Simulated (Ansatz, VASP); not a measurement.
# CdH2: VASP beside Ansatz

```
CELL_PARAMETERS angstrom
1.58530 0.91527 5.39123
-1.58530 0.91527 5.39123
0.00000 -1.83054 5.39123
ATOMIC_POSITIONS crystal
Cd 0.00000 0.00000 0.00000
H 0.27052 0.27052 0.27052
H 0.72948 0.72948 0.72948
```

Change from the starting cell: ordered vacancies on the cation sites of rock salt (R-3m, No. 166).

Alike in both runs: functional PBE; k mesh 12 × 12 × 12; occupations gaussian, width 0.02 eV; no spin polarisation.

Ansatz relaxed the structure, and its values are those at the end. VASP's run is a single point on that final structure, the one shown.

|  | VASP | Ansatz |
| --- | --- | --- |
| version | VASP 6.6.1 | Ansatz 0.2.0 |
| potentials or method | VASP PAW PBE potentials, release 64 (Cd, H), cutoff 520 eV | scalar-relativistic, plane waves, PAW |
| valence electrons in the cell | 14 | 22 |

```csv
,VASP,Ansatz,Ansatz less VASP
gap on the k mesh at the Fermi level (eV),1.77,1.77,-0.003
least direct gap on the mesh (eV),2.66,2.65,-0.008
pressure (GPa),0.2,0.0,-0.20
rms of the force components (eV/Å),0.011,0.000,-0.0110
```

The functional is the same, so the differences come from potentials, cutoffs and numerics. VASP's potentials hold 14 valence electrons a cell and Ansatz's 22, so a difference there can come from the potentials and not from the codes.
